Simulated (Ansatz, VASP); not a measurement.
## C in VASP and in Ansatz

```
C
1.0
     2.46652    0.00000    0.00000
    -1.23326    2.13607    0.00000
     0.00000    0.00000   25.46974
C
12
Cartesian
  0.0000 0.0000 23.3701
  0.0000 1.4240 23.3700
  0.0000 0.0000 19.0796
  0.0000 1.4240 19.0795
  1.2333 0.7120 6.3902
  0.0000 0.0000 6.3902
  1.2333 0.7120 2.0998
  0.0000 0.0000 2.0997
  0.0000 1.4240 14.8802
  1.2333 0.7120 14.8801
  0.0000 1.4240 10.5897
  1.2333 0.7120 10.5896
```

Change from the starting cell: strain along c alone, the other axes held, atoms relaxed: -1.0 %.

Alike in both runs: functional PBE; k mesh 18 × 18 × 2; occupations gaussian, width 0.01 eV; no spin polarisation.

Ansatz relaxed the structure, and its values are those at the end. VASP's run is a single point on that final structure, the one shown.

```csv
,VASP,Ansatz
version,VASP 6.6.1,Ansatz 0.2.0
potentials or method,"VASP PAW PBE potentials, release 64 (C), cutoff 520 eV","scalar-relativistic, plane waves, PAW"
valence electrons in the cell,48,48
```

Ansatz gave:

```
gap on the k mesh at the Fermi level (eV) : 0.07
least direct gap on the mesh (eV)         : 0.07
pressure (GPa)                            : 0.0
```

Q: Estimate VASP's values.

A: gap on the k mesh at the Fermi level (eV): 0.07; least direct gap on the mesh (eV): 0.07; pressure (GPa): 0.4.

Ansatz's warnings: stress scf threshold loose.
